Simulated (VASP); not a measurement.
# BeTe2 (Fm-3m) in VASP: single point with PBE

Aim: the single point of BeTe2 with PBE.

All numbers are computed with VASP 6.6.1; they aren't measurements. Logs are shortened: lines on timing, memory, paths and dates and some standing lists are left out, and cuts for length are marked.

### Step 1. The cell of the first run

Symmetry: Fm-3m, No. 225, cubic system. Conventional cell: a = 6.670 Å, b = 6.670 Å, c = 6.670 Å, α = 90.00°, β = 90.00°, γ = 90.00°. Within 3.8 Å of Be (site symmetry m-3m) lie 8 Te at 2.89 Å. Te (site symmetry -43m) has 4 Be at 2.89 Å and 6 Te at 3.33 Å within 3.8 Å.

### Step 2. Single point, PBE

INCAR reads:

```
PREC = Accurate ; ENCUT = 600
EDIFF = 1E-6 ; ISMEAR = 0
SIGMA = 0.2 ; LREAL = False
LASPH = True ; NELM = 120
ALGO = Normal ; ISIF = 2
LWAVE = False ; LCHARG = False
GGA = PE ; NBANDS = 14
GGA_COMPAT = False
```

KPOINTS reads:

```
regular mesh
0
Gamma
  5 5 5
```

POSCAR reads:

```
BeTe2
1.0
    0.0000000000      3.3348000070      3.3348000070
    3.3348000070      0.0000000000      3.3348000070
    3.3348000070      3.3348000070      0.0000000000
Be Te
1 2
Direct
    0.0000000000      0.0000000000      0.0000000000
    0.2500000000      0.2500000000      0.2500000000
    0.7500000000      0.7500000000      0.7500000000
```

Potentials or basis: VASP PAW PBE potentials, release 64 (Be, Te).

Started as:

```console
$ cat potpaw_PBE.64/Be/POTCAR potpaw_PBE.64/Te/POTCAR > POTCAR
$ mpirun -np 1 vasp_std > vasp.out
```

OUTCAR:

```text
PREC = Accurate
   ENCUT = 600
   EDIFF = 1E-6
   ISMEAR = 0
   LREAL = False
   LASPH = True
   NELM = 120
   ISIF = 2
   GGA = PE

 ion  position               nearest neighbor table
   1  0.000  0.000  0.000-   3 2.89   3 2.89   3 2.89   2 2.89   3 2.89   2 2.89   2 2.89   2 2.89

   2  0.250  0.250  0.250-   1 2.89   1 2.89   1 2.89   1 2.89   3 3.33   3 3.33   3 3.33   3 3.33
                             3 3.33   3 3.33
   3  0.750  0.750  0.750-   1 2.89   1 2.89   1 2.89   1 2.89   2 3.33   2 3.33   2 3.33   2 3.33
                             2 3.33   2 3.33

  LATTYP: Found a face centered cubic cell.
 ALAT       =     6.6696000140

  Lattice vectors:

 A1 = (   0.0000000000,   3.3348000070,   3.3348000070)
 A2 = (   3.3348000070,   0.0000000000,   3.3348000070)
 A3 = (   3.3348000070,   3.3348000070,   0.0000000000)

Analysis of symmetry for initial positions (statically):
=====================================================================
 Subroutine PRICEL returns:
 Original cell was already a primitive cell.

 Routine SETGRP: Setting up the symmetry group for a
 face centered cubic supercell.

 Subroutine GETGRP returns: Found 48 space group operations
[... 9 lines left out ...]

 Routine SETGRP: Setting up the symmetry group for a
 face centered cubic supercell.

 Subroutine GETGRP returns: Found 48 space group operations
[... 11 lines left out ...]
                                     Primitive cell

  volume of cell :      74.1719

  direct lattice vectors                    reciprocal lattice vectors
     0.000000000  3.334800007  3.334800007    -0.149934029  0.149934029  0.149934029
     3.334800007  0.000000000  3.334800007     0.149934029 -0.149934029  0.149934029
     3.334800007  3.334800007  0.000000000     0.149934029  0.149934029 -0.149934029

  length of vectors
     4.716119398  4.716119398  4.716119398     0.259693356  0.259693356  0.259693356

  position of ions in fractional coordinates (direct lattice)
     0.000000000  0.000000000  0.000000000
     0.250000000  0.250000000  0.250000000
     0.750000000  0.750000000  0.750000000

  ion indices of the primitive-cell ions
   primitive index   ion index
                 1           1
                 2           2
                 3           3

----------------------------------------------------------------------------------------

 KPOINTS: regular mesh

Automatic generation of k-mesh.
 Grid dimensions read from file:
 generate k-points for:    5    5    5

 Generating k-lattice:

  Cartesian coordinates                     Fractional coordinates (reciprocal lattice)
    -0.029986806  0.029986806  0.029986806     0.200000000  0.000000000  0.000000000
     0.029986806 -0.029986806  0.029986806     0.000000000  0.200000000  0.000000000
     0.029986806  0.029986806 -0.029986806     0.000000000  0.000000000  0.200000000

  Length of vectors
     0.051938671  0.051938671  0.051938671

  Shift w.r.t. Gamma in fractional coordinates (k-lattice)
     0.000000000  0.000000000  0.000000000

 Subroutine IBZKPT returns following result:
 ===========================================

 Found     10 irreducible k-points:

 Following reciprocal coordinates:
            Coordinates               Weight
  0.000000  0.000000  0.000000      1.000000
  0.200000  0.000000  0.000000      8.000000
  0.400000  0.000000  0.000000      8.000000
  0.200000  0.200000  0.000000      6.000000
  0.400000  0.200000  0.000000     24.000000
 -0.400000  0.200000  0.000000     24.000000
 -0.200000  0.200000  0.000000     12.000000
  0.400000  0.400000  0.000000      6.000000
 -0.400000  0.400000  0.000000     12.000000
 -0.400000  0.400000  0.200000     24.000000
   k-points           NKPTS =     10   k-points in BZ     NKDIM =     10   number of bands    NBANDS=     14
   number of dos      NEDOS =    301   number of ions     NIONS =      3
   total plane-waves  NPLWV =  64000
   dimension x,y,z NGX =    40 NGY =   40 NGZ =   40
   dimension x,y,z NGXF=    80 NGYF=   80 NGZF=   80
   ions per type =               1   2
   NGX,Y,Z   is equivalent  to a cutoff of  14.10, 14.10, 14.10 a.u.
   NGXF,Y,Z  is equivalent  to a cutoff of  28.20, 28.20, 28.20 a.u.
 SYSTEM =  unknown system
   PREC   = accura    normal or accurate (medium, high low for compatibility)
   ISTART =      0    job   : 0-new  1-cont  2-samecut
   ICHARG =      2    charge: 1-file 2-atom 10-const
   ISPIN  =      1    spin polarized calculation?
   LNONCOLLINEAR =      F non collinear calculations
   LSORBIT =      F    spin-orbit coupling
   LASPH  =      T    aspherical Exc in radial PAW
   ENCUT  =  600.0 eV  44.10 Ry    6.64 a.u.   9.42  9.42  9.42*2*pi/ulx,y,z
   NELM   =    120;   NELMIN=  2; NELMDL= -5     # of ELM steps
   EDIFF  = 0.1E-05   stopping-criterion for ELM
   LREAL  =      F    real-space projection
   EDIFFG = 0.1E-04   stopping-criterion for IOM
   NSW    =      0    number of steps for IOM
   IBRION =     -1    ionic relax: 0-MD 1-quasi-New 2-CG
   NFREE  =      0    steps in history (QN), initial steepest desc. (CG)
   ISIF   =      2    stress and relaxation
   ISYM   =      2    0-nonsym 1-usesym 2-fastsym
   POTIM  = 0.5000    time-step for ionic-motion
   TEBEG  =    0.0;   TEEND  =   0.0 temperature during run
   PSTRESS=    0.0 pullay stress
   NELECT =      14.0000    total number of electrons
   NUPDOWN=      -1.0000    fix difference up-down
   EMIN   =  10.00;   EMAX   =-10.00  energy-range for DOS
   EFERMI =   0.00;   METHOD = LEGACY
   ISMEAR =     0;   SIGMA  =   0.20  broadening in eV -4-tet -1-fermi 0-gaus
   EFERMI_NEDOS =   21; number of points for ismear=-14 and -15
   IALGO  =     38    algorithm
   IMIX   =      4    mixing-type and parameters
     AMIX     =   0.40;   BMIX     =  1.00
     AMIX_MAG =   1.60;   BMIX_MAG =  1.00
  volume/ion in A,a.u.               =      24.72       166.85
  Fermi-wavevector in a.u.,A,eV,Ry     =   0.939084  1.774611 11.998686  0.881879
  Thomas-Fermi vector in A             =   2.066360
   LORBIT       =      0    0 simple, 1 ext, 2 COOP (PROOUT), +10 PAW based schemes
   GGA     = PE    functional components
   LHFCALC =     F    Hartree Fock is set to
   AEXX    =    0.0000 exact exchange contribution
   IVDW    =     0    specifies the selected vdW correction
   LEPSILON=     F    determine dielectric tensor
   LRPA    =     F    only Hartree local field effects (RPA)
 non-spin polarized calculation
 Gauss-broadening in eV      SIGMA  =   0.20
  energy-cutoff  :      600.00
  volume of cell :       74.17
 maximum number of plane-waves:      2501
 NGX is ok and might be reduce to    40
   NGX = 19   NGY = 19   NGZ = 19

 number of electron      14.0000001 magnetization

 Free energy of the ion-electron system (eV)
  ---------------------------------------------------
  ext. energy  EPLUGINS =         0.00000000
  ---------------------------------------------------
  free energy    TOTEN  =        -8.65317000 eV

  energy without entropy =       -8.63447670  energy(sigma->0) =       -8.64382335

 E-fermi :   6.9324     XC(G=0):  -9.4618

 val. band max:        6.9028601103   @ k =  -0.4000   0.4000   0.0000
 cond. band min:       7.2223921302   @ k =  -0.4000   0.2000   0.0000
 fundamental gap:      0.3195320200
 Fermi energy:         6.9324452314

 k-point     1 :       0.0000    0.0000    0.0000
  band No.  band energies     occupation
      1      -6.8299      2.00000
      2      -2.2547      2.00000
      3       3.4210      2.00000
      4       3.4210      2.00000
      5       3.4210      2.00000
      6       5.8894      2.00000
      7       5.8894      2.00000
      8       5.8894      2.00000
      9       7.6176      0.00000
     10       8.7173      0.00000
     11       8.7173      0.00000
     12       8.7173      0.00000
     13      11.6932      0.00000
     14      11.6932      0.00000

 k-point     2 :       0.2000    0.0000    0.0000
  band No.  band energies     occupation
      1      -6.5154      2.00000
      2      -2.8821      2.00000
      3       3.1566      2.00000
      4       3.3987      2.00000
      5       3.3987      2.00000
      6       5.1856      2.00000
      7       5.4469      2.00000
      8       5.4469      2.00000
      9       8.7271      0.00000
     10       9.0143      0.00000
     11       9.0143      0.00000
     12       9.6211      0.00000
     13      13.2199      0.00000
     14      13.2199      0.00000

 k-point     3 :       0.4000    0.0000    0.0000
  band No.  band energies     occupation
      1      -5.6091      2.00000
      2      -4.2609      2.00000
      3       2.9559      2.00000
      4       3.5175      2.00000
      5       3.5175      2.00000
      6       4.4863      2.00000
      7       4.5852      2.00000
      8       4.5852      2.00000
      9       9.8039      0.00000
     10      10.4268      0.00000
     11      10.4268      0.00000
     12      12.1637      0.00000
     13      13.5100      0.00000
     14      14.3852      0.00000
[... 86 lines left out ...]
 k-point     9 :      -0.4000    0.4000    0.0000
  band No.  band energies     occupation
      1      -5.0881      2.00000
      2      -4.1851      2.00000
      3       0.1395      2.00000
      4       1.9039      2.00000
      5       1.9447      2.00000
      6       6.9029      1.16571
      7       7.2536      0.02315
      8       7.2666      0.01813
      9       9.0475      0.00000
     10      10.9911      0.00000
     11      11.2116      0.00000
     12      11.7716      0.00000
     13      13.8732      0.00000
     14      15.0152      0.00000

 k-point    10 :      -0.4000    0.4000    0.2000
  band No.  band energies     occupation
      1      -5.1054      2.00000
      2      -4.3301      2.00000
      3       0.5861      2.00000
      4       1.3313      2.00000
      5       3.4930      2.00000
      6       4.8585      2.00000
      7       7.7679      0.00000
      8       7.9532      0.00000
      9       8.3520      0.00000
     10       9.9814      0.00000
     11      11.2366      0.00000
     12      12.1509      0.00000
     13      13.4247      0.00000
     14      15.3936      0.00000

------------------------ aborting loop because EDIFF is reached ----------------------------------------

  FORCE on cell =-STRESS in cart. coord.  units (eV):
  Direction    XX          YY          ZZ          XY          YZ          ZX
  --------------------------------------------------------------------------------------
  -------------------------------------------------------------------------------------
  Total        0.2081789      0.2081789      0.2081789     -0.0000000     -0.0000000      0.0000000
  in kB        4.4968448      4.4968448      4.4968448     -0.0000000     -0.0000000      0.0000000
  external PRESSURE =       4.4968448 kB  Pullay stress =       0.0000000 kB

 VOLUME and BASIS-vectors are now :
 -----------------------------------------------------------------------------
  energy-cutoff  :      600.00
  volume of cell :       74.17
      direct lattice vectors                 reciprocal lattice vectors
     0.000000000  3.334800007  3.334800007    -0.149934029  0.149934029  0.149934029
     3.334800007  0.000000000  3.334800007     0.149934029 -0.149934029  0.149934029
     3.334800007  3.334800007  0.000000000     0.149934029  0.149934029 -0.149934029

 POSITION                                       TOTAL-FORCE (eV/Angst)
 -----------------------------------------------------------------------------------
      0.00000      0.00000      0.00000        -0.000000     -0.000000     -0.000000
      1.66740      1.66740      1.66740         0.000000      0.000000      0.000000
      5.00220      5.00220      5.00220        -0.000000     -0.000000     -0.000000
 -----------------------------------------------------------------------------------
    total drift:                                0.000000     -0.000000      0.000000

  FREE ENERGIE OF THE ION-ELECTRON SYSTEM (eV)
  ---------------------------------------------------
  free  energy   TOTEN  =        -8.6531700009 eV

  energy  without entropy=       -8.6344767028  energy(sigma->0) =       -8.64382335
```

Run time: 29 s. Hardware: 1 thread of Intel Xeon 8259CL, shared host; peak memory 0.23 GiB.

Results:

```
Free energy            : -8.6532 eV
Pressure               : 0.4 GPa
Band gap on the k mesh : zero (band 7 reaches 7.89 eV, above the bottom of band 8 at 4.59 eV)
```

Caveat: spin-orbit coupling is left out, which moves the levels of the heavy elements.
